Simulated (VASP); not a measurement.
Set up this calculation in VASP 6.6.1, as the native input.

| Quantity | Value |
| --- | --- |
| Task | single point |
| Functional | PBEsol |
| Dispersion | D3(BJ) |
| Potentials or basis | VASP PAW PBE potentials, release 64 (Te) |
| Cutoff | 520 eV |
| k mesh | 9 × 9 × 9 |
| Occupations | fermi-dirac, width 0.15 eV |
| Spin | collinear spin, ferromagnetic start |
| Starting moments | [1.0] μB |
| Fixed moment | 1 μB |
| Dipole correction | no |
| Further INCAR settings | ALGO = Normal; EDIFF = 1e-07; NBANDS = 13 |

The structure of Te lies in POSCAR:

```
Te
1.0
    2.3362486691      1.3488337980      1.7132056465
   -2.3362486691      1.3488337980      1.7132056465
    0.0000000000     -2.6976675961      1.7132056465
Te
1
Direct
    0.5000000000      0.5000000000      0.5000000000
```

This cell differs from its parent crystal: volume scaled by 1.04.

The input as run:

INCAR

```
  ALGO = Normal
  EDIFF = 1E-7
  ENCUT = 520
  GGA = PS
  ISIF = 2
  ISMEAR = -1
  ISPIN = 2
  IVDW = 12
  LASPH = T
  LCHARG = T
  LELF = T
  LORBIT = 11
  LREAL = F
  LVHAR = T
  LWAVE = F
  MAGMOM = 1
  NBANDS = 13
  NELM = 150
  NUPDOWN = 1.0
  PREC = Accurate
  SIGMA = 0.15
```

KPOINTS

```
k-points
0
Gamma
  9 9 9
```

Potentials or basis: VASP PAW PBE potentials, release 64 (Te).

Launch:

```console
$ cat potpaw_PBE.64/Te/POTCAR > POTCAR
$ mpirun -np 1 vasp_std > vasp.out
```

It gave:

```json
{
 "Pressure": "0.5 GPa",
 "Net moment": "1.00 μB per cell",
 "Site moments": "Te +0.58 μB",
 "Valence electrons inside the program's atomic spheres": "Te 3.27",
 "Dispersion energy per atom": "-0.428 eV"
}
```

Caveat: the PAW data sets were made with another functional, which shifts forces and pressure a little; the total moment is fixed, so each spin has its own Fermi level.

Run time: 14 s on 1 thread of Intel(R) Xeon(R) 6975P-C (Granite Rapids) (shared host), peak memory 0.18 GiB.
